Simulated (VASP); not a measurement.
# Pd4Pt (Cmmm) in VASP: a series of runs

Pd4Pt is run at these levels: PBE; tasks: single point.

Everything below comes from runs of VASP 6.6.1. Logs are shortened: lines on timing, memory, paths and dates and some standing lists are left out, and cuts for length are marked.

## Step 1: The cell of the first run

Symmetry: Cmmm, No. 65, orthorhombic system. The conventional cell has a = 7.267 Å, b = 9.098 Å, c = 2.705 Å, α = 90.00°, β = 90.00°, γ = 90.00°. Pd (site symmetry m2m) has 1 Pt at 2.57 Å and 6 Pd at 2.70 to 2.76 Å within 3.4 Å. Pd (site symmetry 2mm) has 2 Pt at 2.64 Å and 7 Pd at 2.70 to 2.76 Å within 3.5 Å. Within 3.4 Å of Pt (site symmetry mmm) lie 6 Pd at 2.57 to 2.64 Å and 2 Pt at 2.70 Å.

The cell was built from a structure type or drawn by symmetry, and may not be a known phase.

## Step 2: Single point, PBE

INCAR reads:

```
ALGO = Normal
EDIFF = 1E-6
ENCUT = 520
GGA = PE
ISIF = 2
ISMEAR = 0
LASPH = T
LCHARG = F
LREAL = F
LWAVE = F
NBANDS = 33
NELM = 100
PREC = Accurate
SIGMA = 0.2
```

KPOINTS reads:

```
k-points
0
Gamma
  3 3 5
```

POSCAR reads:

```
Pd4Pt
1.0
    3.6333966263     -4.5489251459      0.0000000000
    3.6333966263      4.5489251459      0.0000000000
    0.0000000000      0.0000000000      2.7047236119
Pd Pt
4 1
Direct
    0.7824314167      0.2175685833      0.5000000000
    0.1882974768      0.1882974768      0.0000000000
    0.8117025232      0.8117025232      0.0000000000
    0.2175685833      0.7824314167      0.5000000000
    0.5000000000      0.5000000000      0.5000000000
```

Potentials or basis: VASP PAW PBE potentials, release 64 (Pd, Pt).

Command:

```sh
> cat potpaw_PBE.64/Pd/POTCAR potpaw_PBE.64/Pt/POTCAR > POTCAR
> mpirun -np 1 vasp_std > vasp.out
```

OUTCAR:

```text
EDIFF = 1E-6
   ENCUT = 520
   GGA = PE
   ISIF = 2
   ISMEAR = 0
   LASPH = T
   LREAL = F
   NELM = 100
   PREC = Accurate

 ion  position               nearest neighbor table
   1  0.782  0.218  0.500-   5 2.57   3 2.76   2 2.76   2 2.76   3 2.76
   2  0.188  0.188  0.000-   5 2.64   5 2.64   3 2.74   1 2.76   1 2.76   4 2.76   4 2.76
   3  0.812  0.812  0.000-   5 2.64   5 2.64   2 2.74   1 2.76   1 2.76   4 2.76   4 2.76
   4  0.218  0.782  0.500-   5 2.57   3 2.76   2 2.76   2 2.76   3 2.76
   5  0.500  0.500  0.500-   1 2.57   4 2.57   3 2.64   2 2.64   2 2.64   3 2.64

  LATTYP: Found a base centered orthorhombic cell.
 ALAT       =     7.2667932526
 B/A-ratio  =     1.2519759371
 C/A-ratio  =     0.3722031876

  Lattice vectors:

 A1 = (   3.6333966263,  -4.5489251459,   0.0000000000)
 A2 = (   3.6333966263,   4.5489251459,   0.0000000000)
 A3 = (   0.0000000000,   0.0000000000,   2.7047236119)

Analysis of symmetry for initial positions (statically):
=====================================================================
 Subroutine PRICEL returns:
 Original cell was already a primitive cell.

 Routine SETGRP: Setting up the symmetry group for a
 base centered orthorhombic supercell.

 Subroutine GETGRP returns: Found  8 space group operations
 (whereof  8 operations were pure point group operations)
 out of a pool of  8 trial point group operations.

The static configuration has the point symmetry D_2h.

Analysis of symmetry for dynamics (positions and initial velocities):
=====================================================================
 Subroutine PRICEL returns:
 Original cell was already a primitive cell.

 Routine SETGRP: Setting up the symmetry group for a
 base centered orthorhombic supercell.

 Subroutine GETGRP returns: Found  8 space group operations
 (whereof  8 operations were pure point group operations)
 out of a pool of  8 trial point group operations.

The dynamic configuration has the point symmetry D_2h.

 Subroutine INISYM returns: Found  8 space group operations
 (whereof  8 operations are pure point group operations),
 and found     1 'primitive' translations

----------------------------------------------------------------------------------------

                                     Primitive cell

  volume of cell :      89.4076

  direct lattice vectors                    reciprocal lattice vectors
     3.633396626 -4.548925146  0.000000000     0.137612282 -0.109916076  0.000000000
     3.633396626  4.548925146  0.000000000     0.137612282  0.109916076  0.000000000
     0.000000000  0.000000000  2.704723612     0.000000000  0.000000000  0.369723544

  length of vectors
     5.821880369  5.821880369  2.704723612     0.176121219  0.176121219  0.369723544

  position of ions in fractional coordinates (direct lattice)
     0.782431417  0.217568583  0.500000000
     0.188297477  0.188297477  0.000000000
     0.811702523  0.811702523  0.000000000
     0.217568583  0.782431417  0.500000000
     0.500000000  0.500000000  0.500000000

  ion indices of the primitive-cell ions
   primitive index   ion index
                 1           1
                 2           2
                 3           3
                 4           4
                 5           5

----------------------------------------------------------------------------------------

 KPOINTS: k-points

Automatic generation of k-mesh.
 Grid dimensions read from file:
 generate k-points for:    3    3    5

 Generating k-lattice:

  Cartesian coordinates                     Fractional coordinates (reciprocal lattice)
     0.045870761 -0.036638692  0.000000000     0.333333333  0.000000000  0.000000000
     0.045870761  0.036638692  0.000000000     0.000000000  0.333333333  0.000000000
     0.000000000  0.000000000  0.073944709     0.000000000  0.000000000  0.200000000

  Length of vectors
     0.058707073  0.058707073  0.073944709

  Shift w.r.t. Gamma in fractional coordinates (k-lattice)
     0.000000000  0.000000000  0.000000000

 Subroutine IBZKPT returns following result:
 ===========================================

 Found     12 irreducible k-points:

 Following reciprocal coordinates:
            Coordinates               Weight
  0.000000  0.000000  0.000000      1.000000
  0.333333 -0.000000  0.000000      4.000000
  0.333333  0.333333  0.000000      2.000000
 -0.333333  0.333333  0.000000      2.000000
  0.000000  0.000000  0.200000      2.000000
  0.333333 -0.000000  0.200000      8.000000
  0.333333  0.333333  0.200000      4.000000
 -0.333333  0.333333  0.200000      4.000000
  0.000000  0.000000  0.400000      2.000000
  0.333333 -0.000000  0.400000      8.000000
  0.333333  0.333333  0.400000      4.000000
 -0.333333  0.333333  0.400000      4.000000
   k-points           NKPTS =     12   k-points in BZ     NKDIM =     12   number of bands    NBANDS=     33
   number of dos      NEDOS =    301   number of ions     NIONS =      5
   total plane-waves  NPLWV =  46080
   dimension x,y,z NGX =    48 NGY =   48 NGZ =   20
   dimension x,y,z NGXF=    96 NGYF=   96 NGZF=   40
   ions per type =               4   1
   NGX,Y,Z   is equivalent  to a cutoff of  13.71, 13.71, 12.29 a.u.
   NGXF,Y,Z  is equivalent  to a cutoff of  27.41, 27.41, 24.59 a.u.
 SYSTEM =  unknown system
   PREC   = accura    normal or accurate (medium, high low for compatibility)
   ISTART =      0    job   : 0-new  1-cont  2-samecut
   ICHARG =      2    charge: 1-file 2-atom 10-const
   ISPIN  =      1    spin polarized calculation?
   LNONCOLLINEAR =      F non collinear calculations
   LSORBIT =      F    spin-orbit coupling
   LASPH  =      T    aspherical Exc in radial PAW
   ENCUT  =  520.0 eV  38.22 Ry    6.18 a.u.  10.82 10.82  5.03*2*pi/ulx,y,z
   NELM   =    100;   NELMIN=  2; NELMDL= -5     # of ELM steps
   EDIFF  = 0.1E-05   stopping-criterion for ELM
   LREAL  =      F    real-space projection
   EDIFFG = 0.1E-04   stopping-criterion for IOM
   NSW    =      0    number of steps for IOM
   IBRION =     -1    ionic relax: 0-MD 1-quasi-New 2-CG
   NFREE  =      0    steps in history (QN), initial steepest desc. (CG)
   ISIF   =      2    stress and relaxation
   ISYM   =      2    0-nonsym 1-usesym 2-fastsym
   POTIM  = 0.5000    time-step for ionic-motion
   TEBEG  =    0.0;   TEEND  =   0.0 temperature during run
   PSTRESS=    0.0 pullay stress
   NELECT =      50.0000    total number of electrons
   NUPDOWN=      -1.0000    fix difference up-down
   EMIN   =  10.00;   EMAX   =-10.00  energy-range for DOS
   EFERMI =   0.00;   METHOD = LEGACY
   ISMEAR =     0;   SIGMA  =   0.20  broadening in eV -4-tet -1-fermi 0-gaus
   EFERMI_NEDOS =   21; number of points for ismear=-14 and -15
   IALGO  =     38    algorithm
   IMIX   =      4    mixing-type and parameters
     AMIX     =   0.40;   BMIX     =  1.00
     AMIX_MAG =   1.60;   BMIX_MAG =  1.00
  volume/ion in A,a.u.               =      17.88       120.67
  Fermi-wavevector in a.u.,A,eV,Ry     =   1.348777  2.548818 24.751694  1.819198
  Thomas-Fermi vector in A             =   2.476418
   LORBIT       =      0    0 simple, 1 ext, 2 COOP (PROOUT), +10 PAW based schemes
   GGA     = PE    functional components
   LHFCALC =     F    Hartree Fock is set to
   AEXX    =    0.0000 exact exchange contribution
   IVDW    =     0    specifies the selected vdW correction
   LEPSILON=     F    determine dielectric tensor
   LRPA    =     F    only Hartree local field effects (RPA)
 non-spin polarized calculation
 Gauss-broadening in eV      SIGMA  =   0.20
  energy-cutoff  :      520.00
  volume of cell :       89.41
 maximum number of plane-waves:      2424
 NGX is ok and might be reduce to    48
   NGX = 21   NGY = 21   NGZ = 11

 number of electron      49.9999996 magnetization

 Free energy of the ion-electron system (eV)
  ---------------------------------------------------
  ext. energy  EPLUGINS =         0.00000000
  ---------------------------------------------------
  free energy    TOTEN  =       -25.25090741 eV

  energy without entropy =      -25.10402546  energy(sigma->0) =      -25.17746643

 E-fermi :   7.4037     XC(G=0): -11.9390

 val. band max:        7.3837936062   @ k =   0.0000   0.0000   0.4000
 cond. band min:       7.4263089084   @ k =  -0.3333   0.3333   0.0000
 fundamental gap:      0.0425153022
 Fermi energy:         7.4037338135

 k-point     1 :       0.0000    0.0000    0.0000
  band No.  band energies     occupation
      1       0.2377      2.00000
      2       1.8064      2.00000
      3       2.8550      2.00000
      4       2.8916      2.00000
      5       2.9172      2.00000
      6       3.1696      2.00000
[... 25 lines left out ...]
     32      14.0955      0.00000
     33      14.6098      0.00000

 k-point     2 :       0.3333   -0.0000    0.0000
  band No.  band energies     occupation
      1       0.6403      2.00000
      2       1.9440      2.00000
      3       2.5388      2.00000
      4       2.7297      2.00000
      5       2.9651      2.00000
      6       3.1774      2.00000
[... 25 lines left out ...]
     32      13.0342      0.00000
     33      15.6509      0.00000

 k-point     3 :       0.3333    0.3333    0.0000
  band No.  band energies     occupation
      1       0.8815      2.00000
      2       1.9176      2.00000
      3       2.3355      2.00000
      4       2.9354      2.00000
      5       3.0196      2.00000
      6       3.3081      2.00000
[... 25 lines left out ...]
     32      13.7457      0.00000
     33      15.0243      0.00000

 k-point     4 :      -0.3333    0.3333    0.0000
  band No.  band energies     occupation
      1       0.6428      2.00000
      2       1.9017      2.00000
      3       2.5891      2.00000
      4       2.9984      2.00000
      5       3.0264      2.00000
      6       3.2866      2.00000
[... 25 lines left out ...]
     32      15.5904      0.00000
     33      17.1340      0.00000

 k-point     5 :       0.0000    0.0000    0.2000
  band No.  band energies     occupation
      1       1.3138      2.00000
      2       2.7715      2.00000
      3       2.9686      2.00000
      4       3.3360      2.00000
      5       3.5069      2.00000
      6       3.6947      2.00000
[... 25 lines left out ...]
     32      14.5120      0.00000
     33      15.9985      0.00000

 k-point     6 :       0.3333   -0.0000    0.2000
  band No.  band energies     occupation
      1       1.7194      2.00000
      2       2.7621      2.00000
      3       2.9287      2.00000
      4       3.0590      2.00000
      5       3.2522      2.00000
      6       3.5990      2.00000
[... 25 lines left out ...]
     32      13.9133      0.00000
     33      16.4768      0.00000

 k-point     7 :       0.3333    0.3333    0.2000
  band No.  band energies     occupation
      1       2.0279      2.00000
      2       2.3048      2.00000
      3       3.0145      2.00000
      4       3.1724      2.00000
      5       3.2933      2.00000
      6       3.7833      2.00000
[... 25 lines left out ...]
     32      15.2484      0.00000
     33      15.6413      0.00000

 k-point     8 :      -0.3333    0.3333    0.2000
  band No.  band energies     occupation
      1       1.7163      2.00000
      2       2.7317      2.00000
      3       2.9714      2.00000
      4       3.3658      2.00000
      5       3.4079      2.00000
      6       3.5412      2.00000
[... 25 lines left out ...]
     32      17.1151      0.00000
     33      18.1326      0.00000

 k-point     9 :       0.0000    0.0000    0.4000
  band No.  band energies     occupation
      1       2.1503      2.00000
      2       2.5491      2.00000
      3       2.8922      2.00000
      4       3.0649      2.00000
      5       3.6093      2.00000
      6       3.6782      2.00000
[... 25 lines left out ...]
     32      14.6466      0.00000
     33      15.5573      0.00000

 k-point    10 :       0.3333   -0.0000    0.4000
  band No.  band energies     occupation
      1       2.1172      2.00000
      2       2.4530      2.00000
      3       2.7792      2.00000
      4       2.9739      2.00000
      5       3.4119      2.00000
      6       3.4799      2.00000
[... 25 lines left out ...]
     32      15.0799      0.00000
     33      16.1965      0.00000

 k-point    11 :       0.3333    0.3333    0.4000
  band No.  band energies     occupation
      1       2.0873      2.00000
      2       2.3257      2.00000
      3       2.5148      2.00000
      4       3.0941      2.00000
      5       3.2235      2.00000
      6       3.5516      2.00000
[... 25 lines left out ...]
     32      14.7931      0.00000
     33      16.8434      0.00000

 k-point    12 :      -0.3333    0.3333    0.4000
  band No.  band energies     occupation
      1       2.0882      2.00000
      2       2.4908      2.00000
      3       2.5403      2.00000
      4       3.0628      2.00000
      5       3.2456      2.00000
      6       3.2636      2.00000
[... 25 lines left out ...]
     32      15.4909      0.00000
     33      16.1745      0.00000

------------------------ aborting loop because EDIFF is reached ----------------------------------------

  FORCE on cell =-STRESS in cart. coord.  units (eV):
  Direction    XX          YY          ZZ          XY          YZ          ZX
  --------------------------------------------------------------------------------------
  -------------------------------------------------------------------------------------
  Total       -0.1893109     -0.1635197     -0.1547837      0.0000000      0.0000000      0.0000000
  in kB       -3.3924368     -2.9302610     -2.7737115      0.0000000      0.0000000      0.0000000
  external PRESSURE =      -3.0321364 kB  Pullay stress =       0.0000000 kB

 VOLUME and BASIS-vectors are now :
 -----------------------------------------------------------------------------
  energy-cutoff  :      520.00
  volume of cell :       89.41
      direct lattice vectors                 reciprocal lattice vectors
     3.633396626 -4.548925146  0.000000000     0.137612282 -0.109916076  0.000000000
     3.633396626  4.548925146  0.000000000     0.137612282  0.109916076  0.000000000
     0.000000000  0.000000000  2.704723612     0.000000000  0.000000000  0.369723544

 POSITION                                       TOTAL-FORCE (eV/Angst)
 -----------------------------------------------------------------------------------
      3.63340     -2.56952      1.35236         0.000000     -0.000005      0.000000
      1.36832      0.00000      0.00000         0.000310      0.000000     -0.000000
      5.89847      0.00000      0.00000        -0.000310      0.000000      0.000000
      3.63340      2.56952      1.35236         0.000000      0.000005      0.000000
      3.63340      0.00000      1.35236         0.000000     -0.000000      0.000000
 -----------------------------------------------------------------------------------
    total drift:                               -0.000000     -0.000000     -0.000000

  FREE ENERGIE OF THE ION-ELECTRON SYSTEM (eV)
  ---------------------------------------------------
  free  energy   TOTEN  =       -25.2509074058 eV

  energy  without entropy=      -25.1040254581  energy(sigma->0) =      -25.17746643
```

Run time: 50 s. Hardware: 1 thread of Intel Xeon 8259CL, shared host; peak memory 0.21 GiB.

Results:

| Quantity | Value |
| --- | --- |
| Free energy | -25.2509 eV |
| Pressure | -0.3 GPa |
| Band gap on the k mesh | zero (bands 25 and 26 overlap by 0.57 eV) |

Caveat: the k points lie up to 0.46 Å⁻¹ apart, too coarse for converged energies and pressures of a metal; spin-orbit coupling is left out, which moves the levels of the heavy elements.

## Step 3: Single point, PBE

This run uses another cell than the first one, of 18.03 Å³/atom.

INCAR reads:

```
SYSTEM = Pd4Pt
  ALGO = Normal
  EDIFF = 1E-6
  ENCUT = 520
  GGA = PE
  ISIF = 2
  ISMEAR = 0
  LASPH = .TRUE.
  LCHARG = .FALSE.
  LREAL = .FALSE.
  LWAVE = .FALSE.
  NBANDS = 33
  NELM = 100
  PREC = Accurate
  SIGMA = 0.2
```

KPOINTS reads:

```
k-points
0
G
  3 3 5
  0 0 0
```

POSCAR reads:

```
Pd4Pt
1.0
    3.9433062384     -4.2375043974      0.0000000000
    3.9433062384      4.2375043974      0.0000000000
    0.0000000000      0.0000000000      2.6975473786
Pd Pt
4 1
Direct
    0.3261738838      0.3261738838      0.0000000000
    0.2686215080      0.7313784920      0.5000000000
    0.7313784920      0.2686215080      0.5000000000
    0.6738261162      0.6738261162      0.0000000000
    0.0000000000      0.0000000000      0.0000000000
```

Potentials or basis: VASP PAW PBE potentials, release 64 (Pd, Pt).

Command:

```sh
> cat potpaw_PBE.64/Pd/POTCAR potpaw_PBE.64/Pt/POTCAR > POTCAR
> mpirun -np 1 vasp_std > vasp.out
```

It took 51 s on 1 thread of Intel Xeon 8259CL, shared host; peak memory 0.21 GiB.

Results (log left out):

```yaml
Free_energy: -25.2269 eV
Pressure: -0.1 GPa
Largest_force: 0.008 eV/Å
Band_gap_on_the_k_mesh: zero (bands 25 and 26 overlap by 0.85 eV)
```

Forces on the atoms (eV/Å):
```
Pd   0.008  0.000  0.000
Pd   0.000 -0.006  0.000
Pd   0.000  0.006  0.000
Pd  -0.008  0.000  0.000
Pt   0.000  0.000  0.000
```

Stress tensor (GPa, compression positive):
```
-0.15  0.00  0.00
 0.00 -0.11  0.00
 0.00  0.00  0.02
```

Levels at points of the mesh, in eV from the Fermi level:
```csv
k point,band 23,band 24,band 25,band 26,band 27,band 28,band 29,band 30
"(0.00, 0.00, 0.00)",-0.58,-0.19,-0.10,-0.05,0.40,0.99,1.76,2.03
```

Caveat: the k points lie up to 0.47 Å⁻¹ apart, too coarse for converged energies and pressures of a metal; spin-orbit coupling is left out, which moves the levels of the heavy elements.
